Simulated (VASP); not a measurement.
Wanted: the native input for a VASP 6.6.1 run.

```
Task                   : single point
Functional             : LDA
Potentials or basis    : VASP PAW LDA potentials, release 64 (Cu)
Cutoff                 : 520 eV
k mesh                 : 24 × 24 × 24
Occupations            : gaussian, width 0.15 eV
Spin                   : no spin polarisation
Dipole correction      : no
Further INCAR settings : ALGO = Fast; EDIFF = 1e-06; NBANDS = 12
```

The structure of Cu lies in POSCAR:

```
Cu
1.0
   -1.4121383590      1.4121383590      1.4523843022
    1.4121383590     -1.4121383590      1.4523843022
    1.4121383590      1.4121383590     -1.4523843022
Cu
1
Direct
    0.0000000000      0.0000000000      0.0000000000
```

One way to write it, as run:

INCAR

```
ALGO = Fast
EDIFF = 1E-6
ENCUT = 520
GGA = CA
ISIF = 2
ISMEAR = 0
LASPH = T
LCHARG = F
LREAL = F
LWAVE = F
NBANDS = 12
NELM = 60
PREC = Accurate
SIGMA = 0.15
```

KPOINTS

```
k-points
0
Gamma
  24 24 24
```

Potentials or basis: VASP PAW LDA potentials, release 64 (Cu).

Run with:

```sh
$ cat potpaw_LDA.64/Cu/POTCAR > POTCAR
$ mpirun -np 1 vasp_std > vasp.out
```

Results of the run:

```yaml
Pressure: -8.5 GPa
Band_gap_on_the_k_mesh: zero (an odd number of electrons rules out a gap without spin polarisation)
```

Caveat: the cell stands under tension.

Wall time 63 s on 1 thread of AMD EPYC 9R45 96-Core Processor (Zen 5), with other jobs on the host, peak memory 0.21 GiB.
